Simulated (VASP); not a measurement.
# AlN (I-4m2) in VASP: notebook

The runs below take AlN through single point, with r2SCAN.

Program: VASP 6.6.1. These are calculated values, not measurements. Logs are shortened: lines on timing, memory, paths and dates and some standing lists are left out, and cuts for length are marked.

## Step 1: The cell of the first run

Symmetry: I-4m2, No. 119, tetragonal system. The conventional cell has a = 3.136 Å, b = 3.136 Å, c = 4.501 Å, α = 90.00°, β = 90.00°, γ = 90.00°. Al (site symmetry -4m2) has 4 N at 1.93 Å within 2.6 Å. N (site symmetry -4m2) has 4 Al at 1.93 Å within 2.6 Å.

## Step 2: Single point, r2SCAN (strain +0.015 along x and y, +0.030 along z)

The input, POSCAR:

```
AlN
1.0
    0.0000000000      2.2176741356      2.2504476450
    2.2176741356      0.0000000000      2.2504476450
    2.2176741356      2.2176741356      0.0000000000
Al N
1 1
Direct
    0.0000000000      0.0000000000      0.0000000000
    0.7500000000      0.7500000000      0.7500000000
```

The input, INCAR.step1:

```
PREC = Accurate
ENCUT = 520
ISMEAR = 0
SIGMA = 0.05
LREAL = False
LASPH = True
NELM = 80
NBANDS = 11
GGA = PE
ALGO = Normal
EDIFF = 1E-4
LWAVE = True
LCHARG = False
```

The input, INCAR.step2:

```
PREC = Accurate
ENCUT = 520
EDIFF = 1E-6
ISMEAR = 0
SIGMA = 0.05
LREAL = False
LASPH = True
NELM = 80
ALGO = Normal
ISIF = 2
LWAVE = False
LCHARG = False
METAGGA = R2SCAN
LMIXTAU = True
NBANDS = 11
ISTART = 1
```

The input, KPOINTS:

```
Automatic mesh
0
Gamma
  10 10 10
```

Potentials or basis: VASP PAW PBE potentials, release 64 (Al, N).

Launch:

```sh
$ cat potpaw_PBE.64/Al/POTCAR potpaw_PBE.64/N/POTCAR > POTCAR
$ cp INCAR.step1 INCAR
$ mpirun -np 1 vasp_std > vasp.out
$ cp INCAR.step2 INCAR
$ mpirun -np 1 vasp_std > vasp.out
```

OUTCAR:

```text
PREC = Accurate
   ENCUT = 520
   EDIFF = 1E-6
   ISMEAR = 0
   LREAL = False
   LASPH = True
   NELM = 80
   ISIF = 2
   METAGGA = R2SCAN
   ISTART = 1

 ion  position               nearest neighbor table
   1  0.000  0.000  0.000-   2 1.93   2 1.93   2 1.93   2 1.93
   2  0.750  0.750  0.750-   1 1.93   1 1.93   1 1.93   1 1.93

  LATTYP: Found a body centered tetragonal cell.
 ALAT       =     3.1362648395
 C/A-ratio  =     1.4351132702

  Lattice vectors:

 A1 = (  -2.2176741356,   0.0000000000,   2.2504476450)
 A2 = (   2.2176741356,   0.0000000000,   2.2504476450)
 A3 = (   0.0000000000,   2.2176741356,  -2.2504476450)

Analysis of symmetry for initial positions (statically):
=====================================================================
 Subroutine PRICEL returns:
 Original cell was already a primitive cell.

 Routine SETGRP: Setting up the symmetry group for a
 body centered tetragonal supercell.

 Subroutine GETGRP returns: Found  8 space group operations
 (whereof  8 operations were pure point group operations)
 out of a pool of 16 trial point group operations.

The static configuration has the point symmetry D_2d.

Analysis of symmetry for dynamics (positions and initial velocities):
=====================================================================
 Subroutine PRICEL returns:
 Original cell was already a primitive cell.

 Routine SETGRP: Setting up the symmetry group for a
 body centered tetragonal supercell.

 Subroutine GETGRP returns: Found  8 space group operations
 (whereof  8 operations were pure point group operations)
 out of a pool of 16 trial point group operations.

The dynamic configuration has the point symmetry D_2d.

 Subroutine INISYM returns: Found  8 space group operations
 (whereof  8 operations are pure point group operations),
 and found     1 'primitive' translations

----------------------------------------------------------------------------------------

                                     Primitive cell

  volume of cell :      22.1358

  direct lattice vectors                    reciprocal lattice vectors
     0.000000000  2.217674136  2.250447645    -0.225461438  0.225461438  0.222178019
     2.217674136  0.000000000  2.250447645     0.225461438 -0.225461438  0.222178019
     2.217674136  2.217674136  0.000000000     0.225461438  0.225461438 -0.222178019

  length of vectors
     3.159524201  3.159524201  3.136264839     0.388624230  0.388624230  0.388624230

  position of ions in fractional coordinates (direct lattice)
     0.000000000  0.000000000  0.000000000
     0.750000000  0.750000000  0.750000000

  ion indices of the primitive-cell ions
   primitive index   ion index
                 1           1
                 2           2

----------------------------------------------------------------------------------------

 KPOINTS: Automatic mesh

Automatic generation of k-mesh.
 Grid dimensions read from file:
 generate k-points for:   10   10   10

 Generating k-lattice:

  Cartesian coordinates                     Fractional coordinates (reciprocal lattice)
    -0.022546144  0.022546144  0.022217802     0.100000000  0.000000000  0.000000000
     0.022546144 -0.022546144  0.022217802     0.000000000  0.100000000  0.000000000
     0.022546144  0.022546144 -0.022217802    -0.000000000 -0.000000000  0.100000000

  Length of vectors
     0.038862423  0.038862423  0.038862423

  Shift w.r.t. Gamma in fractional coordinates (k-lattice)
     0.000000000  0.000000000  0.000000000

 Subroutine IBZKPT returns following result:
 ===========================================

 Found    102 irreducible k-points:

 Following reciprocal coordinates:
            Coordinates               Weight
  0.000000  0.000000  0.000000      1.000000
  0.100000  0.000000  0.000000      8.000000
  0.200000  0.000000  0.000000      8.000000
  0.300000  0.000000  0.000000      8.000000
  0.400000  0.000000  0.000000      8.000000
  0.500000 -0.000000  0.000000      4.000000
[... 16 lines left out ...]
  0.300000  0.300000  0.000000      2.000000
  0.400000  0.300000  0.000000      8.000000
 [... further k-points ...]
   k-points           NKPTS =    102   k-points in BZ     NKDIM =    102   number of bands    NBANDS=     11
   number of dos      NEDOS =    301   number of ions     NIONS =      2
   total plane-waves  NPLWV =  13824
   dimension x,y,z NGX =    24 NGY =   24 NGZ =   24
   dimension x,y,z NGXF=    48 NGYF=   48 NGZF=   48
   ions per type =               1   1
   NGX,Y,Z   is equivalent  to a cutoff of  12.63, 12.63, 12.72 a.u.
   NGXF,Y,Z  is equivalent  to a cutoff of  25.26, 25.26, 25.44 a.u.
 SYSTEM =  unknown system
   PREC   = accura    normal or accurate (medium, high low for compatibility)
   ISTART =      1    job   : 0-new  1-cont  2-samecut
   ICHARG =      0    charge: 1-file 2-atom 10-const
   ISPIN  =      1    spin polarized calculation?
   LNONCOLLINEAR =      F non collinear calculations
   LSORBIT =      F    spin-orbit coupling
   LASPH  =      T    aspherical Exc in radial PAW
   ENCUT  =  520.0 eV  38.22 Ry    6.18 a.u.   5.87  5.87  5.83*2*pi/ulx,y,z
   NELM   =     80;   NELMIN=  2; NELMDL=  0     # of ELM steps
   EDIFF  = 0.1E-05   stopping-criterion for ELM
   LREAL  =      F    real-space projection
   EDIFFG = 0.1E-04   stopping-criterion for IOM
   NSW    =      0    number of steps for IOM
   IBRION =     -1    ionic relax: 0-MD 1-quasi-New 2-CG
   NFREE  =      0    steps in history (QN), initial steepest desc. (CG)
   ISIF   =      2    stress and relaxation
   ISYM   =      2    0-nonsym 1-usesym 2-fastsym
   POTIM  = 0.5000    time-step for ionic-motion
   TEBEG  =    0.0;   TEEND  =   0.0 temperature during run
   PSTRESS=    0.0 pullay stress
   NELECT =       8.0000    total number of electrons
   NUPDOWN=      -1.0000    fix difference up-down
   EMIN   =  10.00;   EMAX   =-10.00  energy-range for DOS
   EFERMI =   0.00;   METHOD = LEGACY
   ISMEAR =     0;   SIGMA  =   0.05  broadening in eV -4-tet -1-fermi 0-gaus
   EFERMI_NEDOS =   21; number of points for ismear=-14 and -15
   IALGO  =     38    algorithm
   IMIX   =      4    mixing-type and parameters
     AMIX     =   0.40;   BMIX     =  1.00
     AMIX_MAG =   1.60;   BMIX_MAG =  1.00
  volume/ion in A,a.u.               =      11.07        74.69
  Fermi-wavevector in a.u.,A,eV,Ry     =   1.166111  2.203631 18.501417  1.359816
  Thomas-Fermi vector in A             =   2.302629
   LORBIT       =      0    0 simple, 1 ext, 2 COOP (PROOUT), +10 PAW based schemes
   METAGGA = R2SCAN    functional components
   LHFCALC =     F    Hartree Fock is set to
   AEXX    =    0.0000 exact exchange contribution
   IVDW    =     0    specifies the selected vdW correction
   LEPSILON=     F    determine dielectric tensor
   LRPA    =     F    only Hartree local field effects (RPA)
 non-spin polarized calculation
 Gauss-broadening in eV      SIGMA  =   0.05
  energy-cutoff  :      520.00
  volume of cell :       22.14
 maximum number of plane-waves:       610
   NGX = 11   NGY = 11   NGZ = 11

 number of electron       8.0000002 magnetization

 Free energy of the ion-electron system (eV)
  ---------------------------------------------------
  ext. energy  EPLUGINS =         0.00000000
  ---------------------------------------------------
  free energy    TOTEN  =       -19.12973759 eV

  energy without entropy =      -19.12973759  energy(sigma->0) =      -19.12973759

 E-fermi :   5.4411     XC(G=0): -11.1473

 val. band max:        5.1646704155   @ k =   0.0000   0.0000   0.0000
 cond. band min:       9.0073328519   @ k =   0.5000   0.0000   0.5000
 fundamental gap:      3.8426624363
 Fermi energy:         5.4410718906

 k-point     1 :       0.0000    0.0000    0.0000
  band No.  band energies     occupation
      1     -10.2554      2.00000
      2       5.1012      2.00000
      3       5.1647      2.00000
      4       5.1647      2.00000
      5       9.4791      0.00000
      6      18.0457      0.00000
      7      18.0457      0.00000
      8      18.0680      0.00000
      9      22.9322      0.00000
     10      23.4159      0.00000
     11      24.4150      0.00000

 k-point     2 :       0.1000    0.0000    0.0000
  band No.  band energies     occupation
      1     -10.1190      2.00000
      2       4.3456      2.00000
      3       5.0676      2.00000
      4       5.1178      2.00000
      5      10.1515      0.00000
      6      17.6703      0.00000
      7      18.1844      0.00000
      8      18.1911      0.00000
      9      21.8043      0.00000
     10      22.1760      0.00000
     11      24.0019      0.00000

 k-point     3 :       0.2000    0.0000    0.0000
  band No.  band energies     occupation
      1      -9.7341      2.00000
      2       2.7734      2.00000
      3       4.9279      2.00000
      4       5.0002      2.00000
      5      11.3177      0.00000
      6      16.8924      0.00000
      7      18.0661      0.00000
      8      18.2010      0.00000
      9      21.3977      0.00000
     10      21.5516      0.00000
     11      23.1108      0.00000

 k-point     4 :       0.3000    0.0000    0.0000
  band No.  band energies     occupation
      1      -9.1844      2.00000
      2       1.1819      2.00000
      3       4.7680      2.00000
      4       4.8650      2.00000
      5      12.2064      0.00000
      6      16.1767      0.00000
      7      17.3925      0.00000
      8      17.6180      0.00000
      9      22.4992      0.00000
     10      22.5169      0.00000
     11      22.9236      0.00000
[... 239 lines left out ...]
 k-point    22 :      -0.2000    0.2000    0.0000
  band No.  band energies     occupation
      1      -8.9949      2.00000
      2       1.4408      2.00000
      3       3.4569      2.00000
      4       4.9413      2.00000
      5      13.0210      0.00000
      6      15.6042      0.00000
      7      16.8033      0.00000
      8      18.1378      0.00000
      9      20.5653      0.00000
     10      24.1271      0.00000
     11      26.5740      0.00000

 k-point    23 :       0.3000    0.3000    0.0000
  band No.  band energies     occupation
      1      -8.8642      2.00000
      2       1.6279      2.00000
      3       3.9914      2.00000
      4       3.9914      2.00000
      5      10.9094      0.00000
      6      15.4121      0.00000
      7      17.1581      0.00000
      8      20.1158      0.00000
      9      20.1158      0.00000
     10      26.0848      0.00000
     11      29.2180      0.00000

 k-point    24 :       0.4000    0.3000    0.0000
  band No.  band energies     occupation
      1      -8.4570      2.00000
      2       1.0280      2.00000
      3       3.5299      2.00000
      4       3.8367      2.00000
      5      10.5700      0.00000
      6      15.2705      0.00000
      7      17.5465      0.00000
      8      20.2295      0.00000
      9      20.7189      0.00000
     10      26.9896      0.00000
     11      28.9195      0.00000

 [... further k-points ...]
[... 5 lines left out ...]
  --------------------------------------------------------------------------------------
  -------------------------------------------------------------------------------------
  Total       -1.4847390     -1.4847390     -1.8036716      0.0000000      0.0000000      0.0000000
  in kB     -107.4648213   -107.4648213   -130.5490353      0.0000000      0.0000000      0.0000000
  external PRESSURE =    -115.1595593 kB  Pullay stress =       0.0000000 kB

 VOLUME and BASIS-vectors are now :
 -----------------------------------------------------------------------------
  energy-cutoff  :      520.00
  volume of cell :       22.14
      direct lattice vectors                 reciprocal lattice vectors
     0.000000000  2.217674136  2.250447645    -0.225461438  0.225461438  0.222178019
     2.217674136  0.000000000  2.250447645     0.225461438 -0.225461438  0.222178019
     2.217674136  2.217674136  0.000000000     0.225461438  0.225461438 -0.222178019

 POSITION                                       TOTAL-FORCE (eV/Angst)
 -----------------------------------------------------------------------------------
      0.00000      0.00000      0.00000         0.000000      0.000000      0.000000
      3.32651      3.32651      3.37567        -0.000000     -0.000000     -0.000000
 -----------------------------------------------------------------------------------
    total drift:                               -0.000003     -0.000003     -0.000003

  FREE ENERGIE OF THE ION-ELECTRON SYSTEM (eV)
  ---------------------------------------------------
  free  energy   TOTEN  =       -19.1297375874 eV

  energy  without entropy=      -19.1297375874  energy(sigma->0) =      -19.12973759
```

Wall time 2.2 min (1 thread of AMD EPYC 7R43 (Zen 3), shared host); peak memory 0.11 GiB.

Results:

```
Free energy            : -19.1297 eV
Pressure               : -11.5 GPa
Band gap on the k mesh : 3.84 eV, indirect (least direct gap 4.31 eV)
```

Caveat: the cell differs from its parent crystal (strain +0.015 along x and y, +0.030 along z); the PAW data sets were made with another functional, which shifts forces and pressure a little.

## Step 3: Single point, r2SCAN (strain +0.030 along x and y, +0.015 along z)

The input, POSCAR:

```
AlN
1.0
    0.0000000000      2.2504476450      2.2176741356
    2.2504476450      0.0000000000      2.2176741356
    2.2504476450      2.2504476450      0.0000000000
Al N
1 1
Direct
    0.0000000000      0.0000000000      0.0000000000
    0.7500000000      0.7500000000      0.7500000000
```

The input, INCAR.step1:

```
PREC = Accurate
ENCUT = 520
ISMEAR = 0
SIGMA = 0.05
LREAL = F
LASPH = T
NELM = 100
NBANDS = 11
GGA = PE
ALGO = Normal
EDIFF = 1E-4
LWAVE = T
LCHARG = F
```

The input, INCAR.step2:

```
PREC = Accurate
ENCUT = 520
EDIFF = 1E-7
ISMEAR = 0
SIGMA = 0.05
LREAL = F
LASPH = T
NELM = 100
ALGO = Normal
ISIF = 2
LWAVE = F
LCHARG = F
METAGGA = R2SCAN
LMIXTAU = T
NBANDS = 11
ISTART = 1
```

The input, KPOINTS:

```
regular mesh
0
Gamma
  10 10 10
```

Potentials or basis: VASP PAW PBE potentials, release 64 (Al, N).

Launch:

```sh
$ cat potpaw_PBE.64/Al/POTCAR potpaw_PBE.64/N/POTCAR > POTCAR
$ cp INCAR.step1 INCAR
$ mpirun -np 1 vasp_std > vasp.out
$ cp INCAR.step2 INCAR
$ mpirun -np 1 vasp_std > vasp.out
```

It took 2.9 min on 1 thread of AMD EPYC 7R43 (Zen 3), shared host; peak memory 0.12 GiB.

Results (log left out):

```yaml
Free_energy: -19.1040 eV
Pressure: -13.9 GPa
Band_gap_on_the_k_mesh: 3.79 eV, indirect (least direct gap 4.16 eV)
```

Stress tensor (GPa, compression positive):
```
-14.61   0.00   0.00
  0.00 -14.61   0.00
  0.00   0.00 -12.47
```

Levels at points of the mesh, in eV from the valence-band top:
| k point | band 2 | band 3 | band 4 | band 5 | band 6 | band 7 |
| --- | --- | --- | --- | --- | --- | --- |
| (0.00, 0.00, 0.00) | -0.06 | -0.06 | 0.00 | 4.16 | 12.71 | 12.73 |
| (0.50, 0.00, 0.00) | -5.63 | -0.58 | -0.46 | 7.46 | 10.24 | 11.29 |
| (0.50, 0.50, 0.00) | -4.67 | -1.84 | -1.84 | 3.79 | 8.80 | 14.30 |
| (0.50, 0.00, 0.50) | -4.81 | -1.73 | -1.72 | 3.85 | 9.03 | 14.04 |

Caveat: the cell differs from its parent crystal (strain +0.030 along x and y, +0.015 along z); the PAW data sets were made with another functional, which shifts forces and pressure a little. A k mesh can miss the band edges.
